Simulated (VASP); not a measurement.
A run of VASP 6.6.1 is set up as follows.

POSCAR

```
CaSe
1.0
    0.0000000000     -2.9560000000     -2.9560000000
    2.9560000000      0.0000000000     -2.9560000000
    2.9560000000     -2.9560000000      0.0000000000
Ca Se
1 1
Direct
    0.0000000000      0.0000000000      0.0000000000
    0.5000000000      0.5000000000      0.5000000000
```

Contents of INCAR.step1:

```
SYSTEM = CaSe
  PREC = Accurate
  ENCUT = 600
  ISMEAR = 0
  SIGMA = 0.02
  LREAL = .False.
  LASPH = .True.
  NELM = 100
  GGA = PE
  ALGO = Normal
  EDIFF = 1E-4
  LWAVE = .True.
  LCHARG = .False.
```

INCAR.step2

```
SYSTEM = CaSe
  PREC = Accurate
  ENCUT = 600
  EDIFF = 1E-6
  ISMEAR = 0
  SIGMA = 0.02
  LREAL = .False.
  LASPH = .True.
  NELM = 100
  ALGO = Normal
  ISIF = 3
  LWAVE = .False.
  LCHARG = .False.
  METAGGA = R2SCAN
  LMIXTAU = .True.
  IBRION = 2
  NSW = 100
  EDIFFG = -0.005
  ISTART = 1
```

KPOINTS

```
Automatic mesh
0
Gamma
  8 8 8
  0 0 0
```

Potentials or basis: VASP PAW PBE potentials, release 64 (Ca_sv, Se).

Run with:

```sh
$ cat potpaw_PBE.64/Ca_sv/POTCAR potpaw_PBE.64/Se/POTCAR > POTCAR
$ cp INCAR.step1 INCAR
$ mpirun -np 1 vasp_std > vasp.out
$ cp INCAR.step2 INCAR
$ mpirun -np 1 vasp_std > vasp.out
```

(1) What does it give for the relaxed volume?

(2) Predict the band gap on the k mesh.

(3) What does it give for the relaxed cell?

Answers

(1) 26.25 Å³/atom.

(2) 2.53 eV, indirect (least direct gap 3.46 eV).

(3) a = 4.203 Å, b = 4.203 Å, c = 4.203 Å, α = 60.00°, β = 60.00°, γ = 60.00°.

Caveat: the PAW data sets were made with another functional, which shifts forces and pressure a little.
